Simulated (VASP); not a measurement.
# RbCd (Pm-3m) in VASP: notebook

Runs on RbCd. Level: PBE. Tasks: single point, relaxation of cell and atoms.

All numbers are computed with VASP 6.6.1; they aren't measurements. Logs are shortened: lines on timing, memory, paths and dates and some standing lists are left out, and cuts for length are marked.

### 1 The cell of the first run

Symmetry: Pm-3m, No. 221, cubic system. The conventional cell has a = 4.355 Å, b = 4.355 Å, c = 4.355 Å, α = 90.00°, β = 90.00°, γ = 90.00°. Within 5.0 Å of Rb (site symmetry m-3m) lie 8 Cd at 3.77 Å and 6 Rb at 4.35 Å. Within 5.0 Å of Cd (site symmetry m-3m) lie 8 Rb at 3.77 Å and 6 Cd at 4.35 Å.

### 2 Single point, PBE

Input file INCAR:

```
PREC = Accurate
ENCUT = 500
EDIFF = 1E-6
ISMEAR = 0
SIGMA = 0.1
LREAL = F
LASPH = T
NELM = 120
ALGO = Normal
ISIF = 2
LWAVE = F
LCHARG = F
GGA = PE
NBANDS = 18
GGA_COMPAT = F
```

Input file KPOINTS:

```
regular mesh
0
Gamma
  4 4 4
```

Input file POSCAR:

```
RbCd
1.0
    4.3545354800      0.0000000000      0.0000000000
    0.0000000000      4.3545354800      0.0000000000
    0.0000000000      0.0000000000      4.3545354800
Rb Cd
1 1
Direct
    0.5000000000      0.5000000000      0.5000000000
    0.0000000000      0.0000000000      0.0000000000
```

Potentials or basis: VASP PAW PBE potentials, release 64 (Rb_sv, Cd).

Launch:

```bash
$ cat potpaw_PBE.64/Rb_sv/POTCAR potpaw_PBE.64/Cd/POTCAR > POTCAR
$ mpirun -np 1 vasp_std > vasp.out
```

OUTCAR:

```text
PREC = Accurate
   ENCUT = 500
   EDIFF = 1E-6
   ISMEAR = 0
   LREAL = F
   LASPH = T
   NELM = 120
   ISIF = 2
   GGA = PE

 ion  position               nearest neighbor table
   1  0.500  0.500  0.500-   2 3.77   2 3.77   2 3.77   2 3.77   2 3.77   2 3.77   2 3.77   2 3.77

   2  0.000  0.000  0.000-   1 3.77   1 3.77   1 3.77   1 3.77   1 3.77   1 3.77   1 3.77   1 3.77

  LATTYP: Found a simple cubic cell.
 ALAT       =     4.3545354800

  Lattice vectors:

 A1 = (   4.3545354800,   0.0000000000,   0.0000000000)
 A2 = (   0.0000000000,   4.3545354800,   0.0000000000)
 A3 = (   0.0000000000,   0.0000000000,   4.3545354800)

Analysis of symmetry for initial positions (statically):
=====================================================================
 Subroutine PRICEL returns:
 Original cell was already a primitive cell.

 Routine SETGRP: Setting up the symmetry group for a
 simple cubic supercell.

 Subroutine GETGRP returns: Found 48 space group operations
 (whereof 48 operations were pure point group operations)
 out of a pool of 48 trial point group operations.

The static configuration has the point symmetry O_h .

Analysis of symmetry for dynamics (positions and initial velocities):
=====================================================================
 Subroutine PRICEL returns:
 Original cell was already a primitive cell.

 Routine SETGRP: Setting up the symmetry group for a
 simple cubic supercell.

 Subroutine GETGRP returns: Found 48 space group operations
 (whereof 48 operations were pure point group operations)
 out of a pool of 48 trial point group operations.

The dynamic configuration has the point symmetry O_h .

 Subroutine INISYM returns: Found 48 space group operations
 (whereof 48 operations are pure point group operations),
 and found     1 'primitive' translations

----------------------------------------------------------------------------------------

                                     Primitive cell

  volume of cell :      82.5706

  direct lattice vectors                    reciprocal lattice vectors
     4.354535480  0.000000000  0.000000000     0.229645620  0.000000000  0.000000000
     0.000000000  4.354535480  0.000000000     0.000000000  0.229645620  0.000000000
     0.000000000  0.000000000  4.354535480     0.000000000  0.000000000  0.229645620

  length of vectors
     4.354535480  4.354535480  4.354535480     0.229645620  0.229645620  0.229645620

[... 64 lines left out ...]
   NELM   =    120;   NELMIN=  2; NELMDL= -5     # of ELM steps
   EDIFF  = 0.1E-05   stopping-criterion for ELM
   LREAL  =      F    real-space projection
   EDIFFG = 0.1E-04   stopping-criterion for IOM
   NSW    =      0    number of steps for IOM
   IBRION =     -1    ionic relax: 0-MD 1-quasi-New 2-CG
   NFREE  =      0    steps in history (QN), initial steepest desc. (CG)
   ISIF   =      2    stress and relaxation
   ISYM   =      2    0-nonsym 1-usesym 2-fastsym
   POTIM  = 0.5000    time-step for ionic-motion
   TEBEG  =    0.0;   TEEND  =   0.0 temperature during run
   PSTRESS=    0.0 pullay stress
   NELECT =      21.0000    total number of electrons
   NUPDOWN=      -1.0000    fix difference up-down
   EMIN   =  10.00;   EMAX   =-10.00  energy-range for DOS
   EFERMI =   0.00;   METHOD = LEGACY
   ISMEAR =     0;   SIGMA  =   0.10  broadening in eV -4-tet -1-fermi 0-gaus
   EFERMI_NEDOS =   21; number of points for ismear=-14 and -15
   IALGO  =     38    algorithm
   IMIX   =      4    mixing-type and parameters
     AMIX     =   0.40;   BMIX     =  1.00
     AMIX_MAG =   1.60;   BMIX_MAG =  1.00
  volume/ion in A,a.u.               =      41.29       278.61
  Fermi-wavevector in a.u.,A,eV,Ry     =   1.037224  1.960070 14.637619  1.075835
  Thomas-Fermi vector in A             =   2.171652
   LORBIT       =      0    0 simple, 1 ext, 2 COOP (PROOUT), +10 PAW based schemes
   GGA     = PE    functional components
   LHFCALC =     F    Hartree Fock is set to
   AEXX    =    0.0000 exact exchange contribution
   IVDW    =     0    specifies the selected vdW correction
   LEPSILON=     F    determine dielectric tensor
   LRPA    =     F    only Hartree local field effects (RPA)
 non-spin polarized calculation
 Gauss-broadening in eV      SIGMA  =   0.10
  energy-cutoff  :      500.00
  volume of cell :       82.57
 maximum number of plane-waves:      2176
 NGX is ok and might be reduce to    32
   NGX = 15   NGY = 15   NGZ = 15

 number of electron      20.9999993 magnetization

 Free energy of the ion-electron system (eV)
  ---------------------------------------------------
  ext. energy  EPLUGINS =         0.00000000
  ---------------------------------------------------
  free energy    TOTEN  =        -1.66393605 eV

  energy without entropy =       -1.65685404  energy(sigma->0) =       -1.66039505

 E-fermi :   1.3030     XC(G=0):  -7.8326

 val. band max:        1.1583188924   @ k =   0.5000   0.5000   0.5000
 cond. band min:       1.3700361253   @ k =   0.5000   0.5000   0.2500
 fundamental gap:      0.2117172330
 Fermi energy:         1.3030475019

 k-point     1 :       0.0000    0.0000    0.0000
  band No.  band energies     occupation
      1     -26.9351      2.00000
      2     -10.9801      2.00000
      3     -10.9801      2.00000
      4     -10.9801      2.00000
      5      -7.7827      2.00000
      6      -7.7827      2.00000
[... 187 lines left out ...]
      5      -7.7237      2.00000
      6      -7.7237      2.00000
[... 10 lines left out ...]
     17       8.7424      0.00000
     18       9.4975      0.00000

------------------------ aborting loop because EDIFF is reached ----------------------------------------

  FORCE on cell =-STRESS in cart. coord.  units (eV):
  Direction    XX          YY          ZZ          XY          YZ          ZX
  --------------------------------------------------------------------------------------
  -------------------------------------------------------------------------------------
  Total        0.4437546      0.4437546      0.4437546      0.0000000     -0.0000000      0.0000000
  in kB        8.6104925      8.6104925      8.6104925      0.0000000     -0.0000000      0.0000000
  external PRESSURE =       8.6104925 kB  Pullay stress =       0.0000000 kB

 VOLUME and BASIS-vectors are now :
 -----------------------------------------------------------------------------
  energy-cutoff  :      500.00
  volume of cell :       82.57
      direct lattice vectors                 reciprocal lattice vectors
     4.354535480  0.000000000  0.000000000     0.229645620  0.000000000  0.000000000
     0.000000000  4.354535480  0.000000000     0.000000000  0.229645620  0.000000000
     0.000000000  0.000000000  4.354535480     0.000000000  0.000000000  0.229645620

 POSITION                                       TOTAL-FORCE (eV/Angst)
 -----------------------------------------------------------------------------------
      2.17727      2.17727      2.17727         0.000000      0.000000      0.000000
      0.00000      0.00000      0.00000         0.000000      0.000000      0.000000
 -----------------------------------------------------------------------------------
    total drift:                                0.000000      0.000000     -0.000000

  FREE ENERGIE OF THE ION-ELECTRON SYSTEM (eV)
  ---------------------------------------------------
  free  energy   TOTEN  =        -1.6639360549 eV

  energy  without entropy=       -1.6568540445  energy(sigma->0) =       -1.66039505
```

OSZICAR:

```text
N       E                     dE             d eps       ncg     rms          rms(c)
DAV:   1     0.124973556609E+03    0.12497E+03   -0.94889E+03   360   0.958E+02
DAV:   2     0.541814201445E+01   -0.11956E+03   -0.11621E+03   398   0.248E+02
DAV:   3    -0.157611998703E+01   -0.69943E+01   -0.69711E+01   588   0.553E+01
DAV:   4    -0.168574872955E+01   -0.10963E+00   -0.10957E+00   466   0.475E+00
DAV:   5    -0.168665335574E+01   -0.90463E-03   -0.90451E-03   482   0.365E-01    0.306E+00
DAV:   6    -0.166279021277E+01    0.23863E-01   -0.84676E-02   412   0.213E+00    0.178E+00
DAV:   7    -0.166311507613E+01   -0.32486E-03   -0.90189E-03   408   0.607E-01    0.695E-01
DAV:   8    -0.166383926703E+01   -0.72419E-03   -0.14047E-03   424   0.335E-01    0.443E-02
DAV:   9    -0.166392749201E+01   -0.88225E-04   -0.95961E-05   466   0.589E-02    0.978E-03
DAV:  10    -0.166393659143E+01   -0.90994E-05   -0.10225E-05   450   0.198E-02    0.338E-03
DAV:  11    -0.166393605486E+01    0.53657E-06   -0.12226E-06   362   0.598E-03
   1 F= -.16639361E+01 E0= -.16603950E+01  d E =-.708201E-02
```

It took 9.9 s on 1 thread of Intel Xeon 6975P-C, shared host; peak memory 0.18 GiB.

What came out:

```
Free energy : -1.6639 eV
Pressure    : 0.9 GPa
```

Caveat: the k points lie up to 0.36 Å⁻¹ apart.

### 3 Single point, PBE

This run uses another cell than the first one, of 44.58 Å³/atom, 1.080 times its volume.

Input file INCAR:

```
SYSTEM = RbCd
  ALGO = Normal
  EDIFF = 1E-6
  ENCUT = 500
  GGA = PE
  GGA_COMPAT = .FALSE.
  ISIF = 2
  ISMEAR = 0
  LASPH = .TRUE.
  LCHARG = .FALSE.
  LREAL = .FALSE.
  LWAVE = .FALSE.
  NBANDS = 18
  NELM = 120
  PREC = Accurate
  SIGMA = 0.1
```

Input file KPOINTS:

```
k-points
0
G
  4 4 4
  0 0 0
```

Input file POSCAR:

```
RbCd
1.0
    4.4674085632      0.0000000000      0.0000000000
    0.0000000000      4.4674085632      0.0000000000
    0.0000000000      0.0000000000      4.4674085632
Rb Cd
1 1
Direct
    0.5000000000      0.5000000000      0.5000000000
    0.0000000000      0.0000000000      0.0000000000
```

Potentials or basis: VASP PAW PBE potentials, release 64 (Rb_sv, Cd).

Launch:

```bash
$ cat potpaw_PBE.64/Rb_sv/POTCAR potpaw_PBE.64/Cd/POTCAR > POTCAR
$ mpirun -np 1 vasp_std > vasp.out
```

Run time: 15 s. Hardware: 1 thread of Intel Xeon 6975P-C, shared host; peak memory 0.2 GiB.

Results (log left out):

| Property | Result |
| --- | --- |
| Free energy | -1.6825 eV |
| Pressure | 0.1 GPa |

Levels at points of the mesh, in eV from the Fermi level:
| k point | band 6 | band 7 | band 8 | band 9 | band 10 | band 11 | band 12 | band 13 | band 14 | band 15 |
| --- | --- | --- | --- | --- | --- | --- | --- | --- | --- | --- |
| (0.00, 0.00, 0.00) | -9.08 | -9.02 | -9.02 | -9.02 | -4.89 | 2.44 | 2.44 | 3.14 | 3.14 | 3.14 |
| (0.50, 0.00, 0.00) | -9.03 | -9.03 | -9.02 | -9.01 | -3.52 | -1.48 | 2.63 | 2.63 | 3.14 | 5.90 |
| (0.50, 0.50, 0.00) | -9.04 | -9.04 | -9.04 | -8.98 | -3.13 | 0.20 | 0.20 | 1.87 | 4.48 | 4.78 |
| (0.50, 0.50, 0.50) | -9.04 | -9.04 | -8.97 | -8.97 | -1.95 | -0.08 | -0.08 | -0.08 | 4.33 | 4.33 |

### 4 Relaxation of cell and atoms, PBE

Input file INCAR:

```
  ALGO = Normal
  EDIFF = 1E-7
  EDIFFG = -0.04
  ENCUT = 500
  GGA = PE
  GGA_COMPAT = F
  IBRION = 2
  ISIF = 3
  ISMEAR = 0
  LASPH = T
  LCHARG = F
  LREAL = F
  LWAVE = F
  NELM = 120
  NELMIN = 4
  NSW = 90
  PREC = Accurate
  SIGMA = 0.1
```

Input file KPOINTS:

```
k-points
0
Gamma
  4 4 4
```

Input file POSCAR:

```
RbCd
1.0
    4.3545354800      0.0000000000      0.0000000000
    0.0000000000      4.3545354800      0.0000000000
    0.0000000000      0.0000000000      4.3545354800
Rb Cd
1 1
Direct
    0.5000000000      0.5000000000      0.5000000000
    0.0000000000      0.0000000000      0.0000000000
```

Potentials or basis: VASP PAW PBE potentials, release 64 (Rb_sv, Cd).

Launch:

```bash
$ cat potpaw_PBE.64/Rb_sv/POTCAR potpaw_PBE.64/Cd/POTCAR > POTCAR
$ mpirun -np 1 vasp_std > vasp.out
```

OUTCAR:

```text
EDIFF = 1E-7
   EDIFFG = -0.04
   ENCUT = 500
   GGA = PE
   IBRION = 2
   ISIF = 3
   ISMEAR = 0
   LASPH = T
   LREAL = F
   NELM = 120
   NELMIN = 4
   NSW = 90
   PREC = Accurate

 ion  position               nearest neighbor table
   1  0.500  0.500  0.500-   2 3.77   2 3.77   2 3.77   2 3.77   2 3.77   2 3.77   2 3.77   2 3.77

   2  0.000  0.000  0.000-   1 3.77   1 3.77   1 3.77   1 3.77   1 3.77   1 3.77   1 3.77   1 3.77

  LATTYP: Found a simple cubic cell.
 ALAT       =     4.3545354800

  Lattice vectors:

 A1 = (   4.3545354800,   0.0000000000,   0.0000000000)
 A2 = (   0.0000000000,   4.3545354800,   0.0000000000)
 A3 = (   0.0000000000,   0.0000000000,   4.3545354800)

Analysis of symmetry for initial positions (statically):
=====================================================================
 Subroutine PRICEL returns:
 Original cell was already a primitive cell.

 Routine SETGRP: Setting up the symmetry group for a
 simple cubic supercell.

 Subroutine GETGRP returns: Found 48 space group operations
 (whereof 48 operations were pure point group operations)
 out of a pool of 48 trial point group operations.

The static configuration has the point symmetry O_h .

[... 142 lines left out ...]
  ---------------------------------------------------
  ext. energy  EPLUGINS =         0.00000000
  ---------------------------------------------------
  free energy    TOTEN  =        -1.66393612 eV

  energy without entropy =       -1.65685416  energy(sigma->0) =       -1.66039514

------------------------ aborting loop because EDIFF is reached ----------------------------------------

  FORCE on cell =-STRESS in cart. coord.  units (eV):
  Direction    XX          YY          ZZ          XY          YZ          ZX
  --------------------------------------------------------------------------------------
  -------------------------------------------------------------------------------------
  Total        0.4441649      0.4441649      0.4441649      0.0000000      0.0000000     -0.0000000
  in kB        8.6184522      8.6184522      8.6184522      0.0000000      0.0000000     -0.0000000
  external PRESSURE =       8.6184522 kB  Pullay stress =       0.0000000 kB
[... 95 lines left out ...]
--------------------------------------- Ionic step        4  -------------------------------------------

 number of electron      21.0000014 magnetization

 Free energy of the ion-electron system (eV)
  ---------------------------------------------------
  ext. energy  EPLUGINS =         0.00000000
  ---------------------------------------------------
  free energy    TOTEN  =        -1.68181574 eV

  energy without entropy =       -1.67283631  energy(sigma->0) =       -1.67732603

 E-fermi :   1.0582     XC(G=0):  -7.5145

 val. band max:        0.9793754935   @ k =   0.5000   0.5000   0.5000
 cond. band min:       1.1183450050   @ k =   0.5000   0.5000   0.2500
 fundamental gap:      0.1389695115
 Fermi energy:         1.0581905672

 k-point     1 :       0.0000    0.0000    0.0000
  band No.  band energies     occupation
      1     -27.2944      2.00000
      2     -11.3465      2.00000
      3     -11.3465      2.00000
      4     -11.3465      2.00000
      5      -8.0201      2.00000
      6      -8.0201      2.00000
      7      -7.9666      2.00000
      8      -7.9666      2.00000
      9      -7.9666      2.00000
     10      -3.8214      2.00000
     11       3.4925      0.00000
     12       3.4925      0.00000
     13       4.1704      0.00000
     14       4.1704      0.00000
[... 180 lines left out ...]
  FREE ENERGIE OF THE ION-ELECTRON SYSTEM (eV)
  ---------------------------------------------------
  free  energy   TOTEN  =        -1.6818157416 eV

  energy  without entropy=       -1.6728363141  energy(sigma->0) =       -1.67732603

 reached required accuracy - stopping structural energy minimisation
```

OSZICAR:

```text
N       E                     dE             d eps       ncg     rms          rms(c)
DAV:   1     0.125390846375E+03    0.12539E+03   -0.96429E+03   288   0.122E+03
DAV:   2     0.594713022279E+01   -0.11944E+03   -0.11728E+03   298   0.298E+02
DAV:   3    -0.137187930781E+01   -0.73190E+01   -0.73044E+01   424   0.715E+01
[... 44 lines left out ...]
DAV:   5    -0.168180567663E+01   -0.62520E-04   -0.32583E-04   316   0.129E-01    0.452E-02
DAV:   6    -0.168181645715E+01   -0.10781E-04   -0.22880E-05   378   0.535E-02    0.134E-02
DAV:   7    -0.168181507903E+01    0.13781E-05   -0.27496E-06   344   0.980E-03    0.424E-03
DAV:   8    -0.168181565736E+01   -0.57833E-06   -0.78440E-07   304   0.665E-03    0.385E-04
DAV:   9    -0.168181574163E+01   -0.84273E-07   -0.45380E-08   182   0.126E-03
   4 F= -.16818157E+01 E0= -.16773260E+01  d E =-.178796E-01
```

Run time: 35 s. Hardware: 1 thread of Intel Xeon 6975P-C, shared host; peak memory 0.18 GiB.

Results:

- Free energy: -1.6818 eV
- Relaxed volume: 44.92 Å³/atom
- Relaxed cell: a = 4.479 Å, b = 4.479 Å, c = 4.479 Å, α = 90.00°, β = 90.00°, γ = 90.00°
- Space group after relaxing (to 0.05 Å): Pm-3m (No. 221)
- Energy gained by relaxing: 8.9 meV/atom
- Ionic steps: 4
- Pressure after relaxing: 0.0 GPa

The path:
```csv
step,energy change (eV),largest force (eV/Å),pressure (GPa),volume (Å³)
1,0.0000,0.0000,0.86,82.57
2,-0.0112,0.0000,0.49,85.25
3,-0.0169,0.0000,-0.17,91.55
4,-0.0179,0.0000,-0.01,89.84
```

Final structure:
```xyz
2
Lattice="4.4787 0.0000 0.0000 0.0000 4.4787 0.0000 0.0000 0.0000 4.4787" Properties=species:S:1:pos:R:3 pbc="T T T"
Rb    2.2393    2.2393    2.2393
Cd    0.0000    0.0000    0.0000
```

Levels at points of the mesh, in eV from the Fermi level:
| k point | band 7 | band 8 | band 9 | band 10 | band 11 | band 12 | band 13 | band 14 |
| --- | --- | --- | --- | --- | --- | --- | --- | --- |
| (0.00, 0.00, 0.00) | -9.02 | -9.02 | -9.02 | -4.88 | 2.43 | 2.43 | 3.11 | 3.11 |
| (0.50, 0.00, 0.00) | -9.03 | -9.02 | -9.01 | -3.53 | -1.47 | 2.62 | 2.62 | 3.13 |
| (0.50, 0.50, 0.00) | -9.05 | -9.04 | -8.98 | -3.13 | 0.19 | 0.19 | 1.85 | 4.45 |
| (0.50, 0.50, 0.50) | -9.04 | -8.98 | -8.98 | -1.97 | -0.08 | -0.08 | -0.08 | 4.30 |

Caveat: the k points lie up to 0.35 Å⁻¹ apart in the final cell.

### 5 Overview

```csv
task,cell,gap on the mesh (eV),pressure (GPa)
single point,"a = 4.355 Å, 2 atoms",none,0.9
single point,"a = 4.467 Å, 2 atoms",none,0.1
relaxation of cell and atoms,"relaxed from a = 4.355 Å, 2 atoms",none,0.0
```

Alike in all rows: level PBE; potentials or basis VASP PAW PBE potentials, release 64 (Rb_sv, Cd); no spin polarisation; k mesh 4 × 4 × 4; cutoff (eV) 500; smearing gaussian 0.1 eV.

Caveats: some runs use coarse meshes.

Total energies depend on the potentials used, so only differences within one code and one set of settings carry meaning.
